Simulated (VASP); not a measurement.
# Ti2BeAlB (P3m1) in VASP: a series of runs, part 2 of 3

VASP 6.6.1. The steps go on from the part before.

### Step 3. Single point, PBE

This run uses another cell than the first one, of 13.60 Å³/atom, 1.009 times its volume.

The input, INCAR:

```
  ALGO = Fast
  EDIFF = 1E-7
  ENCUT = 520
  GGA = PE
  ISIF = 2
  ISMEAR = 0
  LASPH = True
  LCHARG = False
  LREAL = False
  LWAVE = False
  NBANDS = 24
  NELM = 80
  PREC = Accurate
  SIGMA = 0.1
```

The input, KPOINTS:

```
k-points
0
Gamma
  6 6 2
```

The input, POSCAR:

```
Ti2BeAlB
1.0
    2.8407057253     -0.0000000029      0.0000000000
   -1.4203528601      2.4601233243      0.0000000000
    0.0000000000      0.0000000000      9.7272961684
Ti Be Al B
2 1 1 1
Direct
    0.0000000000      0.0000000000      0.0126255484
    0.0000000000      0.0000000000      0.3525844523
    0.3333333333      0.6666666667      0.5661748381
    0.6666666667      0.3333333333      0.7698894558
    0.3333333333      0.6666666667      0.1827630055
```

Potentials or basis: VASP PAW PBE potentials, release 64 (Ti_sv, Be, Al, B).

On the command line:

```sh
$ cat potpaw_PBE.64/Ti_sv/POTCAR potpaw_PBE.64/Be/POTCAR potpaw_PBE.64/Al/POTCAR potpaw_PBE.64/B/POTCAR > POTCAR
$ mpirun -np 1 vasp_std > vasp.out
```

Wall time 3.1 min (1 thread of AMD EPYC 7R43 (Zen 3), shared host); peak memory 0.16 GiB.

The run converged. Its results:

```
Free energy            : -29.0647 eV
Pressure               : 0.0 GPa
Largest force          : 0.010 eV/Å
Band gap on the k mesh : zero (band 16 reaches 8.15 eV, above the bottom of band 17 at 6.45 eV)
```

Forces on the atoms (eV/Å):
```
Ti   0.000  0.000 -0.010
Ti   0.000  0.000 -0.003
Be   0.000  0.000  0.003
Al   0.000  0.000  0.006
B    0.000  0.000  0.004
```

Stress tensor (GPa, compression positive):
```
0.00 0.00 0.00
0.00 0.00 0.00
0.00 0.00 0.10
```

Levels at points of the mesh, in eV from the Fermi level:
```
           k point  band 12  band 13  band 14  band 15  band 16  band 17  band 18  band 19  band 20  band 21
(0.00, 0.00, 0.00)    -3.48    -3.09    -0.78     0.78     0.78     1.22     1.22     1.71     2.39     2.39
(0.50, 0.00, 0.00)    -3.51    -2.80    -1.77    -0.86    -0.82     0.17     0.35     0.67     2.24     2.91
(0.00, 0.00, 0.50)    -4.93    -1.66    -1.30     0.78     0.78     1.22     1.22     1.71     2.40     2.40
(0.50, 0.00, 0.50)    -3.86    -2.41    -1.62    -1.11    -0.73    -0.23     0.68     0.82     2.21     2.34
```

Caveat: the k points lie up to 0.43 Å⁻¹ apart.

### Step 4. Relaxation of cell and atoms, PBE

The input, INCAR:

```
SYSTEM = Ti2BeAlB
PREC = Accurate ; ENCUT = 600
EDIFF = 1E-7 ; ISMEAR = 0
SIGMA = 0.1 ; LREAL = .FALSE.
LASPH = .TRUE. ; NELM = 60
ALGO = Normal ; ISIF = 3
LWAVE = .FALSE. ; LCHARG = .FALSE.
GGA = PE ; IBRION = 2
NSW = 90 ; EDIFFG = -0.04
```

The input, KPOINTS:

```
regular mesh
0
G
  6 6 2
  0 0 0
```

The input, POSCAR:

```
Ti2BeAlB
1.0
    2.8096804100      0.0000000000      0.0000000000
   -1.4048402000      2.4332546100      0.0000000000
    0.0000000000      0.0000000000      9.8558441900
Ti Be Al B
2 1 1 1
Direct
    0.0000000000      0.0000000000      0.0000000000
    0.0000000000      0.0000000000      0.3642265300
    0.3333333300      0.6666666700      0.5742264800
    0.6666666700      0.3333333300      0.7634710300
    0.3333333300      0.6666666700      0.1821132600
```

On the command line:

```sh
$ cat potpaw_PBE.64/Ti_sv/POTCAR potpaw_PBE.64/Be/POTCAR potpaw_PBE.64/Al/POTCAR potpaw_PBE.64/B/POTCAR > POTCAR
$ mpirun -np 1 vasp_std > vasp.out
```

Wall time 4.8 min (1 thread of AMD EPYC 7R43 (Zen 3), shared host); peak memory 0.19 GiB.

The run converged. Its results:

```yaml
Free_energy: -29.0650 eV
Relaxed_volume: 13.59 Å³/atom
Relaxed_cell: a = 2.840 Å, b = 2.840 Å, c = 9.726 Å, α = 90.00°, β = 90.00°, γ = 120.00°
Space_group_after_relaxing_to_0.05_Å: P3m1 (No. 156)
Energy_gained_by_relaxing: 28.4 meV/atom
Ionic_steps: 7
Pressure_after_relaxing: 0.1 GPa
Largest_force_after_relaxing: 0.024 eV/Å
Band_gap_on_the_k_mesh: zero (band 16 reaches 8.16 eV, above the bottom of band 17 at 6.46 eV)
```

Forces on the atoms (eV/Å):
```
Ti   0.000  0.000 -0.003
Ti   0.000  0.000  0.017
Be   0.000  0.000 -0.006
Al   0.000  0.000  0.016
B    0.000  0.000 -0.024
```

The path:
```csv
step,energy change (eV),largest force (eV/Å),pressure (GPa),volume (Å³)
1,0.0000,1.0298,-0.93,67.38
2,-0.0876,0.5298,1.05,66.62
3,-0.1110,0.3244,3.05,65.97
4,-0.1389,0.1415,-0.79,68.40
5,-0.1392,0.1510,-0.46,68.17
6,-0.1417,0.0586,-0.08,68.01
7,-0.1419,0.0237,0.11,67.93
```

Final structure:
```xyz
5
Lattice="2.8398 0.0000 0.0000 -1.4199 2.4594 0.0000 0.0000 0.0000 9.7263" Properties=species:S:1:pos:R:3 pbc="T T T"
Ti    0.0000    0.0000    0.1225
Ti    0.0000    0.0000    3.4289
Be    0.0000    1.6396    5.5075
Al    1.4199    0.8198    7.4866
B     0.0000    1.6396    1.7792
```

Levels at points of the mesh, in eV from the Fermi level:
| k point | band 12 | band 13 | band 14 | band 15 | band 16 | band 17 | band 18 | band 19 | band 20 |
| --- | --- | --- | --- | --- | --- | --- | --- | --- | --- |
| (0.00, 0.00, 0.00) | -3.48 | -3.09 | -0.79 | 0.78 | 0.78 | 1.22 | 1.22 | 1.71 | 2.40 |
| (0.50, 0.00, 0.00) | -3.51 | -2.80 | -1.77 | -0.86 | -0.82 | 0.18 | 0.36 | 0.67 | 2.24 |
| (0.00, 0.00, 0.50) | -4.93 | -1.66 | -1.31 | 0.78 | 0.78 | 1.22 | 1.22 | 1.71 | 2.40 |
| (0.50, 0.00, 0.50) | -3.87 | -2.42 | -1.62 | -1.11 | -0.73 | -0.23 | 0.68 | 0.83 | 2.21 |

Caveat: the k points lie up to 0.43 Å⁻¹ apart in the final cell.

### Step 5. Single point, PBE, collinear spin, ferromagnetic start

This run uses another cell than the first one, of 13.60 Å³/atom, 1.009 times its volume.

The input, INCAR:

```
SYSTEM = Ti2BeAlB
PREC = Accurate ; ENCUT = 520
EDIFF = 1E-6 ; ISMEAR = 0
SIGMA = 0.1 ; LREAL = .FALSE.
LASPH = .TRUE. ; NELM = 150
ALGO = Normal ; ISIF = 2
LWAVE = .FALSE. ; LCHARG = .FALSE.
ISPIN = 2 ; MAGMOM = 1 1 0 0 0
LORBIT = 11 ; LMAXMIX = 4
GGA = PE ; NBANDS = 28
```

The input, KPOINTS:

```
Automatic mesh
0
G
  6 6 2
  0 0 0
```

The input, POSCAR:

```
Ti2BeAlB
1.0
    2.8407057253      0.0000000000      0.0000000000
   -1.4203528627      2.4601233228      0.0000000000
    0.0000000000      0.0000000000      9.7272961684
Ti Be Al B
2 1 1 1
Direct
    0.0000000000      0.0000000000      0.0126255484
    0.0000000000      0.0000000000      0.3525844523
    0.3333333333      0.6666666667      0.5661748381
    0.6666666667      0.3333333333      0.7698894558
    0.3333333333      0.6666666667      0.1827630055
```

On the command line:

```sh
$ cat potpaw_PBE.64/Ti_sv/POTCAR potpaw_PBE.64/Be/POTCAR potpaw_PBE.64/Al/POTCAR potpaw_PBE.64/B/POTCAR > POTCAR
$ mpirun -np 1 vasp_std > vasp.out
```

It took 2.3 min on 1 thread of AMD EPYC 7R43 (Zen 3), shared host; peak memory 0.22 GiB.

Results (log left out):

| Property | Result |
| --- | --- |
| Free energy | -29.0688 eV |
| Pressure | 0.1 GPa |
| Largest force | 0.054 eV/Å |
| Net moment | 0.34 μB per cell |
| Site moments | Ti +0.00, +0.28; Be -0.01; Al -0.01; B +0.00 μB |
| Valence electrons inside the program's atomic spheres | Ti 10.34; Be 0.91; Al 0.80; B 1.71 |

Forces on the atoms (eV/Å):
```
Ti   0.000  0.000  0.015
Ti   0.000  0.000 -0.054
Be   0.000  0.000  0.010
Al   0.000  0.000  0.003
B    0.000  0.000  0.026
```

Stress tensor (GPa, compression positive):
```
 0.18  0.00  0.00
 0.00  0.18  0.00
 0.00  0.00 -0.03
```

Levels at points of the mesh, in eV from the Fermi level:
Spin up:
| k point | band 12 | band 13 | band 14 | band 15 | band 16 | band 17 | band 18 | band 19 | band 20 | band 21 |
| --- | --- | --- | --- | --- | --- | --- | --- | --- | --- | --- |
| (0.00, 0.00, 0.00) | -3.55 | -3.12 | -0.86 | 0.66 | 0.66 | 1.14 | 1.14 | 1.65 | 2.34 | 2.34 |
| (0.50, 0.00, 0.00) | -3.53 | -2.86 | -1.81 | -0.92 | -0.85 | 0.11 | 0.27 | 0.63 | 2.20 | 2.86 |
| (0.00, 0.00, 0.50) | -5.00 | -1.72 | -1.36 | 0.66 | 0.66 | 1.14 | 1.14 | 1.65 | 2.34 | 2.34 |
| (0.50, 0.00, 0.50) | -3.88 | -2.47 | -1.65 | -1.18 | -0.76 | -0.27 | 0.64 | 0.74 | 2.17 | 2.29 |
Spin down:
```tsv
k point	band 14	band 15	band 16	band 17	band 18	band 19
(0.00, 0.00, 0.00)	-0.73	0.85	0.85	1.31	1.31	1.75
(0.50, 0.00, 0.00)	-1.75	-0.87	-0.77	0.19	0.47	0.68
(0.00, 0.00, 0.50)	-1.24	0.85	0.85	1.31	1.31	1.75
(0.50, 0.00, 0.50)	-1.61	-1.07	-0.71	-0.21	0.69	0.92
```

Caveat: the k points lie up to 0.43 Å⁻¹ apart.

### Step 6. Single point, PBE

This run uses another cell than the first one, of 13.63 Å³/atom, 1.011 times its volume.

The input, INCAR:

```
ALGO = Fast
EDIFF = 1E-6
ENCUT = 520
GGA = PE
ISIF = 2
ISMEAR = 0
LASPH = True
LCHARG = True
LELF = True
LREAL = False
LVHAR = True
LWAVE = False
NBANDS = 24
NELM = 60
PREC = Accurate
SIGMA = 0.1
```

The input, KPOINTS:

```
k-points
0
Gamma
  18 18 4
```

The input, POSCAR:

```
Ti2BeAlB
1.0
    2.8453449539      0.0000000000      0.0000000000
   -1.4226724770      2.4641410126      0.0000000000
    0.0000000000      0.0000000000      9.7177962572
Ti Be Al B
2 1 1 1
Direct
    0.0000000000      0.0000000000      0.0127509176
    0.0000000000      0.0000000000      0.3517581374
    0.3333333333      0.6666666667      0.5667844304
    0.6666666667      0.3333333333      0.7705136535
    0.3333333333      0.6666666667      0.1822301612
```

Potentials or basis: VASP PAW PBE potentials, release 64 (Ti_sv, Be, Al, B).

On the command line:

```sh
$ cat potpaw_PBE.64/Ti_sv/POTCAR potpaw_PBE.64/Be/POTCAR potpaw_PBE.64/Al/POTCAR potpaw_PBE.64/B/POTCAR > POTCAR
$ mpirun -np 1 vasp_std > vasp.out
```

OUTCAR:

```text
EDIFF = 1E-6
   ENCUT = 520
   GGA = PE
   ISIF = 2
   ISMEAR = 0
   LASPH = True
   LREAL = False
   NELM = 60
   PREC = Accurate

 ion  position               nearest neighbor table
   1  0.000  0.000  0.013-   5 2.33   5 2.33   5 2.33   4 2.87   4 2.87   4 2.87
   2  0.000  0.000  0.352-   5 2.33   5 2.33   5 2.33
   3  0.333  0.667  0.567-   4 2.57   4 2.57   4 2.57
   4  0.667  0.333  0.771-   3 2.57   3 2.57   3 2.57   1 2.87   1 2.87   1 2.87
   5  0.333  0.667  0.182-   1 2.33   1 2.33   1 2.33   2 2.33   2 2.33   2 2.33
[... 854 lines left out ...]
  --------------------------------------------------------------------------------------
  -------------------------------------------------------------------------------------
  Total       -0.0640290     -0.0640290     -0.0237398      0.0000000     -0.0000000      0.0000000
  in kB       -1.5056315     -1.5056315     -0.5582391      0.0000000     -0.0000000      0.0000000
  external PRESSURE =      -1.1898341 kB  Pullay stress =       0.0000000 kB

 VOLUME and BASIS-vectors are now :
 -----------------------------------------------------------------------------
  energy-cutoff  :      520.00
  volume of cell :       68.13
      direct lattice vectors                 reciprocal lattice vectors
     2.845344954  0.000000000  0.000000000     0.351451236  0.202910466  0.000000000
    -1.422672477  2.464141013  0.000000000     0.000000000  0.405820931  0.000000000
     0.000000000  0.000000000  9.717796257     0.000000000  0.000000000  0.102903989

 POSITION                                       TOTAL-FORCE (eV/Angst)
 -----------------------------------------------------------------------------------
      0.00000      0.00000      0.12391        -0.000000      0.000000     -0.006943
      0.00000      0.00000      3.41831         0.000000     -0.000000      0.008027
     -0.00000      1.64276      5.50790        -0.000000      0.000000     -0.000465
      1.42267      0.82138      7.48769        -0.000000     -0.000000      0.000619
     -0.00000      1.64276      1.77088        -0.000000      0.000000     -0.001238
 -----------------------------------------------------------------------------------
    total drift:                                0.000000     -0.000000      0.000627

  FREE ENERGIE OF THE ION-ELECTRON SYSTEM (eV)
  ---------------------------------------------------
  free  energy   TOTEN  =       -29.0559725430 eV

  energy  without entropy=      -29.0389256402  energy(sigma->0) =      -29.04744909
```

OSZICAR:

```text
N       E                     dE             d eps       ncg     rms          rms(c)
DAV:   1     0.311650793022E+03    0.31165E+03   -0.14709E+04  6624   0.144E+03
DAV:   2    -0.163140779159E-02   -0.31165E+03   -0.30125E+03  6824   0.429E+02
DAV:   3    -0.322667864042E+02   -0.32265E+02   -0.31113E+02 11512   0.116E+02
[... 29 lines left out ...]
RMM:  33    -0.290559680994E+02   -0.20328E-05   -0.23506E-05  7609   0.207E-02    0.509E-03
RMM:  34    -0.290559696986E+02   -0.15993E-05   -0.18434E-05  7353   0.185E-02    0.541E-03
RMM:  35    -0.290559708880E+02   -0.11893E-05   -0.14011E-05  7151   0.166E-02    0.564E-03
RMM:  36    -0.290559718150E+02   -0.92706E-06   -0.11044E-05  7045   0.150E-02    0.578E-03
RMM:  37    -0.290559725430E+02   -0.72793E-06   -0.86455E-06  6847   0.137E-02
   1 F= -.29055973E+02 E0= -.29047449E+02  d E =-.170469E-01
```

stdout:

```text
POSCAR found type information on POSCAR TiBeAlB
 POSCAR found :  4 types and       5 ions
 scaLAPACK will be used
 LDA part: xc-table for (Slater+PW92), standard interpolation
 POSCAR, INCAR and KPOINTS ok, starting setup
 FFT: planning ... GRIDC
 FFT: planning ... GRID_SOFT
 FFT: planning ... GRID
 WAVECAR not read
 entering main loop
WARNING in EDDRMM: call to ZHEGV failed, returncode =   8  4     12
WARNING in EDDRMM: call to ZHEGV failed, returncode =   8  4     21
WARNING in EDDRMM: call to ZHEGV failed, returncode =   8  4      4
WARNING in EDDRMM: call to ZHEGV failed, returncode =   8  4     24
```

Wall time 24 min (1 thread of AMD EPYC 7R43 (Zen 3), shared host); peak memory 0.33 GiB.

What came out:

```
Free energy            : -29.0560 eV
Pressure               : -0.1 GPa
Largest force          : 0.008 eV/Å
Band gap on the k mesh : zero (band 16 reaches 8.24 eV, above the bottom of band 17 at 6.45 eV)
```

Forces in eV/Å, atoms in the order of the input:
```
Ti   0.000  0.000 -0.007
Ti   0.000  0.000  0.008
Be   0.000  0.000  0.000
Al   0.000  0.000  0.001
B    0.000  0.000 -0.001
```

Levels at points of the mesh, in eV from the Fermi level:
```csv
k point,band 12,band 13,band 14,band 15,band 16,band 17,band 18,band 19,band 20,band 21
"(0.00, 0.00, 0.00)",-3.51,-3.12,-0.83,0.71,0.71,1.16,1.16,1.71,2.32,2.32
"(0.50, 0.00, 0.00)",-3.54,-2.84,-1.80,-0.90,-0.85,0.14,0.32,0.59,2.18,2.86
"(0.00, 0.00, 0.50)",-4.97,-1.69,-1.34,0.71,0.71,1.16,1.16,1.71,2.33,2.33
"(0.50, 0.00, 0.50)",-3.90,-2.46,-1.65,-1.14,-0.76,-0.27,0.60,0.78,2.15,2.30
```

(Part 2 of 3 ends here.)
